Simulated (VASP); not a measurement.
# TiCo (P4/mmm) in VASP: notebook

Runs on TiCo. Level: PBEsol. Tasks: single point.

Program: VASP 6.6.1. These are calculated values, not measurements. Logs are shortened: lines on timing, memory, paths and dates and some standing lists are left out, and cuts for length are marked.

## 1. The cell of the first run

It takes space group P4/mmm (No. 123, tetragonal). The conventional cell has a = 2.986 Å, b = 2.986 Å, c = 3.046 Å, α = 90.00°, β = 90.00°, γ = 90.00°. Within 3.4 Å of Ti (site symmetry 4/mmm) lie 8 Co at 2.60 Å and 6 Ti at 2.99 to 3.05 Å. Within 3.4 Å of Co (site symmetry 4/mmm) lie 8 Ti at 2.60 Å and 6 Co at 2.99 to 3.05 Å.

## 2. Single point, PBEsol, collinear spin, ferromagnetic start (strain +0.0200 x Voigt [0, 0, 1, 0, 0, 0])

INCAR

```
SYSTEM = TiCo
PREC = Accurate
ENCUT = 520
EDIFF = 1E-6
ISMEAR = 0
SIGMA = 0.15
LREAL = .FALSE.
LASPH = .TRUE.
NELM = 150
ALGO = Normal
ISIF = 2
LWAVE = .FALSE.
LCHARG = .FALSE.
ISPIN = 2
MAGMOM = 0 0.4
LORBIT = 11
LMAXMIX = 4
GGA = PS
NBANDS = 22
```

KPOINTS

```
regular mesh
0
G
  16 16 16
  0 0 0
```

POSCAR

```
TiCo
1.0
    2.9861109900      0.0000000000      0.0000000000
    0.0000000000      2.9861109900      0.0000000000
    0.0000000000      0.0000000000      3.0458332098
Ti Co
1 1
Direct
    0.0000000000      0.0000000000      0.0000000000
    0.5000000000      0.5000000000      0.5000000000
```

Potentials or basis: VASP PAW PBE potentials, release 64 (Ti_sv, Co).

Command:

```sh
cat potpaw_PBE.64/Ti_sv/POTCAR potpaw_PBE.64/Co/POTCAR > POTCAR
mpirun -np 1 vasp_std > vasp.out
```

OUTCAR:

```text
SYSTEM = TiCo
   PREC = Accurate
   ENCUT = 520
   EDIFF = 1E-6
   ISMEAR = 0
   LREAL = .FALSE.
   LASPH = .TRUE.
   NELM = 150
   ISIF = 2
   ISPIN = 2
   LORBIT = 11
   GGA = PS

 ion  position               nearest neighbor table
   1  0.000  0.000  0.000-   2 2.60   2 2.60   2 2.60   2 2.60   2 2.60   2 2.60   2 2.60   2 2.60

   2  0.500  0.500  0.500-   1 2.60   1 2.60   1 2.60   1 2.60   1 2.60   1 2.60   1 2.60   1 2.60

  LATTYP: Found a simple tetragonal cell.
 ALAT       =     2.9861109900
 C/A-ratio  =     1.0200000000

  Lattice vectors:

 A1 = (   2.9861109900,   0.0000000000,   0.0000000000)
 A2 = (   0.0000000000,   2.9861109900,   0.0000000000)
 A3 = (   0.0000000000,   0.0000000000,   3.0458332098)

Analysis of symmetry for initial positions (statically):
=====================================================================
 Subroutine PRICEL returns:
 Original cell was already a primitive cell.

 Routine SETGRP: Setting up the symmetry group for a
 simple tetragonal supercell.

 Subroutine GETGRP returns: Found 16 space group operations
 (whereof 16 operations were pure point group operations)
 out of a pool of 16 trial point group operations.

The static configuration has the point symmetry D_4h.

Analysis of symmetry for dynamics (positions and initial velocities):
=====================================================================
 Subroutine PRICEL returns:
 Original cell was already a primitive cell.

 Routine SETGRP: Setting up the symmetry group for a
 simple tetragonal supercell.

 Subroutine GETGRP returns: Found 16 space group operations
 (whereof 16 operations were pure point group operations)
 out of a pool of 16 trial point group operations.

The dynamic configuration has the point symmetry D_4h.

Analysis of structural, dynamic, and magnetic symmetry:
=====================================================================
 Subroutine PRICEL returns:
 Original cell was already a primitive cell.

 Routine SETGRP: Setting up the symmetry group for a
 simple tetragonal supercell.

 Subroutine GETGRP returns: Found 16 space group operations
 (whereof 16 operations were pure point group operations)
 out of a pool of 16 trial point group operations.

The overall configuration has the point symmetry D_4h.

 Subroutine INISYM returns: Found 16 space group operations
 (whereof 16 operations are pure point group operations),
 and found     1 'primitive' translations

----------------------------------------------------------------------------------------

                                     Primitive cell

  volume of cell :      27.1593

  direct lattice vectors                    reciprocal lattice vectors
     2.986110990  0.000000000  0.000000000     0.334883735  0.000000000  0.000000000
     0.000000000  2.986110990  0.000000000     0.000000000  0.334883735  0.000000000
     0.000000000  0.000000000  3.045833210     0.000000000  0.000000000  0.328317387

  length of vectors
     2.986110990  2.986110990  3.045833210     0.334883735  0.334883735  0.328317387

  position of ions in fractional coordinates (direct lattice)
     0.000000000  0.000000000  0.000000000
     0.500000000  0.500000000  0.500000000

  ion indices of the primitive-cell ions
   primitive index   ion index
                 1           1
                 2           2

----------------------------------------------------------------------------------------

 KPOINTS: regular mesh

Automatic generation of k-mesh.
 Grid dimensions read from file:
 generate k-points for:   16   16   16

 Generating k-lattice:

  Cartesian coordinates                     Fractional coordinates (reciprocal lattice)
     0.020930233  0.000000000  0.000000000     0.062500000  0.000000000  0.000000000
     0.000000000  0.020930233  0.000000000     0.000000000  0.062500000  0.000000000
     0.000000000  0.000000000  0.020519837     0.000000000  0.000000000  0.062500000

  Length of vectors
     0.020930233  0.020930233  0.020519837

  Shift w.r.t. Gamma in fractional coordinates (k-lattice)
     0.000000000  0.000000000  0.000000000

 Subroutine IBZKPT returns following result:
 ===========================================

 Found    405 irreducible k-points:

 Following reciprocal coordinates:
            Coordinates               Weight
  0.000000  0.000000  0.000000      1.000000
  0.062500  0.000000  0.000000      4.000000
  0.125000  0.000000  0.000000      4.000000
  0.187500  0.000000  0.000000      4.000000
  0.250000  0.000000  0.000000      4.000000
  0.312500  0.000000  0.000000      4.000000
[... 16 lines left out ...]
  0.437500  0.125000  0.000000      8.000000
  0.500000  0.125000  0.000000      4.000000
 [... further k-points ...]
   k-points           NKPTS =    405   k-points in BZ     NKDIM =    405   number of bands    NBANDS=     22
   number of dos      NEDOS =    301   number of ions     NIONS =      2
   total plane-waves  NPLWV =  13824
   dimension x,y,z NGX =    24 NGY =   24 NGZ =   24
   dimension x,y,z NGXF=    48 NGYF=   48 NGZF=   48
   ions per type =               1   1
   NGX,Y,Z   is equivalent  to a cutoff of  13.36, 13.36, 13.10 a.u.
   NGXF,Y,Z  is equivalent  to a cutoff of  26.72, 26.72, 26.20 a.u.
 SYSTEM =  TiCo
   PREC   = accura    normal or accurate (medium, high low for compatibility)
   ISTART =      0    job   : 0-new  1-cont  2-samecut
   ICHARG =      2    charge: 1-file 2-atom 10-const
   ISPIN  =      2    spin polarized calculation?
   LNONCOLLINEAR =      F non collinear calculations
   LSORBIT =      F    spin-orbit coupling
   LASPH  =      T    aspherical Exc in radial PAW
   ENCUT  =  520.0 eV  38.22 Ry    6.18 a.u.   5.55  5.55  5.66*2*pi/ulx,y,z
   NELM   =    150;   NELMIN=  2; NELMDL= -5     # of ELM steps
   EDIFF  = 0.1E-05   stopping-criterion for ELM
   LREAL  =      F    real-space projection
   EDIFFG = 0.1E-04   stopping-criterion for IOM
   NSW    =      0    number of steps for IOM
   IBRION =     -1    ionic relax: 0-MD 1-quasi-New 2-CG
   NFREE  =      0    steps in history (QN), initial steepest desc. (CG)
   ISIF   =      2    stress and relaxation
   ISYM   =      2    0-nonsym 1-usesym 2-fastsym
   POTIM  = 0.5000    time-step for ionic-motion
   TEBEG  =    0.0;   TEEND  =   0.0 temperature during run
   PSTRESS=    0.0 pullay stress
   NELECT =      21.0000    total number of electrons
   NUPDOWN=      -1.0000    fix difference up-down
   EMIN   =  10.00;   EMAX   =-10.00  energy-range for DOS
   EFERMI =   0.00;   METHOD = LEGACY
   ISMEAR =     0;   SIGMA  =   0.15  broadening in eV -4-tet -1-fermi 0-gaus
   EFERMI_NEDOS =   21; number of points for ismear=-14 and -15
   IALGO  =     38    algorithm
   IMIX   =      4    mixing-type and parameters
     AMIX     =   0.40;   BMIX     =  1.00
     AMIX_MAG =   1.60;   BMIX_MAG =  1.00
  volume/ion in A,a.u.               =      13.58        91.64
  Fermi-wavevector in a.u.,A,eV,Ry     =   1.502595  2.839493 30.719120  2.257792
  Thomas-Fermi vector in A             =   2.613815
   LORBIT       =     11    0 simple, 1 ext, 2 COOP (PROOUT), +10 PAW based schemes
   GGA     = PS    functional components
   LHFCALC =     F    Hartree Fock is set to
   AEXX    =    0.0000 exact exchange contribution
   IVDW    =     0    specifies the selected vdW correction
   LEPSILON=     F    determine dielectric tensor
   LRPA    =     F    only Hartree local field effects (RPA)
 spin polarized calculation
 Gauss-broadening in eV      SIGMA  =   0.15
  energy-cutoff  :      520.00
  volume of cell :       27.16
 maximum number of plane-waves:       746
 NGX is ok and might be reduce to    24
   NGX = 11   NGY = 11   NGZ = 11

 number of electron      20.9999991 magnetization      -0.0050749

 number of electron      20.9999991 magnetization       0.0018178

 Free energy of the ion-electron system (eV)
  ---------------------------------------------------
  ext. energy  EPLUGINS =         0.00000000
  ---------------------------------------------------
  free energy    TOTEN  =       -16.82330765 eV

  energy without entropy =      -16.79055188  energy(sigma->0) =      -16.80692977

 E-fermi :   9.4792     XC(G=0): -12.6252

 val. band max:        9.4787537418   @ k =   0.3750   0.0625   0.1250
 cond. band min:       9.4791622280   @ k =   0.3750   0.0625   0.1250
 fundamental gap:      0.0004084861
 Fermi energy:         9.4791598152

 spin component 1

 k-point     1 :       0.0000    0.0000    0.0000
  band No.  band energies     occupation
      1     -47.5090      1.00000
      2     -23.7187      1.00000
      3     -23.6962      1.00000
      4     -23.6962      1.00000
      5       1.9037      1.00000
      6       5.8304      1.00000
[... 14 lines left out ...]
     21      28.4590      0.00000
     22      29.9666      0.00000
[... 552 lines left out ...]
  band No.  band energies     occupation
      1     -47.4727      1.00000
      2     -23.9886      1.00000
      3     -23.7146      1.00000
      4     -23.6916      1.00000
      5       5.5760      1.00000
      6       5.9243      1.00000
[... 14 lines left out ...]
     21      25.6430      0.00000
     22      27.2493      0.00000

 [... further k-points ...]

 spin component 2

 k-point     1 :       0.0000    0.0000    0.0000
  band No.  band energies     occupation
      1     -47.5090      1.00000
      2     -23.7187      1.00000
      3     -23.6962      1.00000
      4     -23.6962      1.00000
      5       1.9038      1.00000
      6       5.8316      1.00000
[... 14 lines left out ...]
     21      28.4594      0.00000
     22      29.9665      0.00000
[... 552 lines left out ...]
  band No.  band energies     occupation
      1     -47.4727      1.00000
      2     -23.9886      1.00000
      3     -23.7145      1.00000
      4     -23.6915      1.00000
      5       5.5767      1.00000
      6       5.9244      1.00000
[... 14 lines left out ...]
     21      25.6432      0.00000
     22      27.2492      0.00000

 [... further k-points ...]
[... 5 lines left out ...]
  --------------------------------------------------------------------------------------
  -------------------------------------------------------------------------------------
  Total       -2.0546124     -2.0546124     -2.1975971      0.0000000      0.0000000      0.0000000
  in kB     -121.2055401   -121.2055401   -129.6404875      0.0000000      0.0000000      0.0000000
  external PRESSURE =    -124.0171892 kB  Pullay stress =       0.0000000 kB

 VOLUME and BASIS-vectors are now :
 -----------------------------------------------------------------------------
  energy-cutoff  :      520.00
  volume of cell :       27.16
      direct lattice vectors                 reciprocal lattice vectors
     2.986110990  0.000000000  0.000000000     0.334883735  0.000000000  0.000000000
     0.000000000  2.986110990  0.000000000     0.000000000  0.334883735  0.000000000
     0.000000000  0.000000000  3.045833210     0.000000000  0.000000000  0.328317387

 POSITION                                       TOTAL-FORCE (eV/Angst)
 -----------------------------------------------------------------------------------
      0.00000      0.00000      0.00000         0.000000      0.000000      0.000000
      1.49306      1.49306      1.52292         0.000000      0.000000      0.000000
 -----------------------------------------------------------------------------------
    total drift:                                0.000000      0.000000     -0.000000

  FREE ENERGIE OF THE ION-ELECTRON SYSTEM (eV)
  ---------------------------------------------------
  free  energy   TOTEN  =       -16.8233076503 eV

  energy  without entropy=      -16.7905518837  energy(sigma->0) =      -16.80692977

 total charge

# of ion       s       p       d       tot
------------------------------------------
    1        2.244   6.172   1.837  10.252
    2        0.513   0.429   7.334   8.275
--------------------------------------------------
tot          2.756   6.601   9.170  18.527

 magnetization (x)

# of ion       s       p       d       tot
------------------------------------------
    1       -0.000  -0.000   0.000  -0.000
    2        0.000  -0.000   0.002   0.002
--------------------------------------------------
tot          0.000  -0.000   0.002   0.002
```

Run time: 4.6 min. Hardware: 1 thread of Intel Xeon Platinum 8488C (Sapphire Rapids), shared host; peak memory 0.46 GiB.

What came out:

* Free energy: -16.8233 eV
* Pressure: -12.4 GPa
* Net moment: 0.00 μB per cell
* Valence electrons inside the program's atomic spheres: Ti 10.25; Co 8.28

Stress tensor (GPa, compression positive):
```
-12.12   0.00   0.00
  0.00 -12.12   0.00
  0.00   0.00 -12.96
```

Levels at points of the mesh, in eV from the Fermi level:
Spin up:
| k point | band 7 | band 8 | band 9 | band 10 | band 11 | band 12 | band 13 | band 14 |
| --- | --- | --- | --- | --- | --- | --- | --- | --- |
| (0.00, 0.00, 0.00) | -3.61 | -1.41 | -1.41 | -1.33 | 0.70 | 0.83 | 2.66 | 2.66 |
| (0.50, 0.00, 0.00) | -2.25 | -1.51 | -1.45 | -0.98 | -0.72 | 0.15 | 0.52 | 0.69 |
| (0.50, 0.50, 0.00) | -2.39 | -2.39 | -0.55 | -0.06 | 0.73 | 0.73 | 1.32 | 2.51 |
| (0.00, 0.00, 0.50) | -2.29 | -1.43 | -1.43 | -0.95 | -0.79 | -0.01 | 0.73 | 0.73 |
| (0.50, 0.00, 0.50) | -2.26 | -2.26 | -0.59 | -0.18 | 0.56 | 0.60 | 1.14 | 2.50 |
| (0.50, 0.50, 0.50) | -2.32 | -2.07 | -1.99 | -1.99 | -0.56 | -0.53 | 3.01 | 3.11 |
Spin down:
```csv
k point,band 6,band 7,band 8,band 9,band 10,band 11,band 12,band 13,band 14,band 15
"(0.00, 0.00, 0.00)",-3.65,-3.61,-1.41,-1.41,-1.33,0.70,0.83,2.66,2.66,2.67
"(0.50, 0.00, 0.00)",-3.68,-2.24,-1.51,-1.45,-0.98,-0.72,0.15,0.52,0.69,2.15
"(0.50, 0.50, 0.00)",-3.65,-2.38,-2.38,-0.55,-0.06,0.73,0.73,1.32,2.51,2.51
"(0.00, 0.00, 0.50)",-3.78,-2.28,-1.43,-1.43,-0.95,-0.79,-0.01,0.73,0.73,2.21
"(0.50, 0.00, 0.50)",-3.64,-2.26,-2.25,-0.59,-0.18,0.56,0.60,1.15,2.50,2.56
"(0.50, 0.50, 0.50)",-2.32,-2.32,-2.07,-1.99,-1.99,-0.56,-0.52,3.01,3.11,6.94
```

Caveat: the cell differs from its parent crystal (strain +0.0200 x Voigt [0, 0, 1, 0, 0, 0]); the PAW data sets were made with another functional, which shifts forces and pressure a little.

## 3. Single point, PBEsol, collinear spin, ferromagnetic start (strain -0.0100 x Voigt [0, 0, 1, 0, 0, 0])

INCAR

```
SYSTEM = TiCo
  ALGO = Normal
  EDIFF = 1E-7
  ENCUT = 520
  GGA = PS
  ISIF = 2
  ISMEAR = 0
  ISPIN = 2
  LASPH = .TRUE.
  LCHARG = .FALSE.
  LMAXMIX = 4
  LORBIT = 11
  LREAL = .FALSE.
  LWAVE = .FALSE.
  MAGMOM = 0 0.4
  NBANDS = 22
  NELM = 150
  PREC = Accurate
  SIGMA = 0.15
```

KPOINTS

```
k-points
0
G
  16 16 16
  0 0 0
```

POSCAR, as its differences from that of step 2:

```diff
@@ -4,3 +4,3 @@
     0.0000000000      2.9861109900      0.0000000000
-    0.0000000000      0.0000000000      3.0458332098
+    0.0000000000      0.0000000000      2.9562498801
 Ti Co
```

Potentials or basis: VASP PAW PBE potentials, release 64 (Ti_sv, Co).

Command:

```sh
cat potpaw_PBE.64/Ti_sv/POTCAR potpaw_PBE.64/Co/POTCAR > POTCAR
mpirun -np 1 vasp_std > vasp.out
```

It took 6.1 min on 1 thread of Intel Xeon Platinum 8488C (Sapphire Rapids), shared host; peak memory 0.45 GiB.

The run converged. Its results:

```yaml
Free_energy: -16.8902 eV
Pressure: -6.6 GPa
Net_moment: 0.74 μB per cell
Site_moments: Ti -0.02; Co +0.79 μB
Valence_electrons_inside_the_program's_atomic_spheres: Ti 10.30; Co 8.31
```

Stress tensor (GPa, compression positive):
```
-6.90  0.00  0.00
 0.00 -6.90  0.00
 0.00  0.00 -5.94
```

Levels at points of the mesh, in eV from the Fermi level:
Spin up:
```csv
k point,band 9,band 10,band 11,band 12,band 13,band 14
"(0.00, 0.00, 0.00)",-1.79,-1.79,0.51,0.57,2.72,2.73
"(0.50, 0.00, 0.00)",-1.88,-1.42,-0.76,-0.49,0.64,0.74
"(0.50, 0.50, 0.00)",-1.33,-0.69,0.59,0.59,1.07,2.53
"(0.00, 0.00, 0.50)",-1.92,-1.44,-0.72,-0.39,0.63,0.63
"(0.50, 0.00, 0.50)",-1.31,-0.63,0.65,0.67,1.17,2.50
"(0.50, 0.50, 0.50)",-2.13,-2.09,-1.30,-1.28,3.20,3.25
```
Spin down:
```
           k point  band 7  band 8  band 9  band 10  band 11  band 12  band 13  band 14
(0.00, 0.00, 0.00)   -3.60   -1.34   -1.29    -1.29     0.95     1.02     2.82     2.82
(0.50, 0.00, 0.00)   -2.01   -1.38   -1.35    -0.85    -0.83     0.46     0.65     0.74
(0.50, 0.50, 0.00)   -2.25   -2.25   -0.15     0.16     0.59     0.59     1.24     2.70
(0.00, 0.00, 0.50)   -1.99   -1.39   -1.39    -0.87    -0.79     0.55     0.63     0.63
(0.50, 0.00, 0.50)   -2.32   -2.32   -0.13     0.22     0.65     0.68     1.33     2.68
(0.50, 0.50, 0.50)   -2.28   -2.12   -2.12    -2.08    -0.12    -0.09     3.16     3.21
```

Caveat: the cell differs from its parent crystal (strain -0.0100 x Voigt [0, 0, 1, 0, 0, 0]); the PAW data sets were made with another functional, which shifts forces and pressure a little.
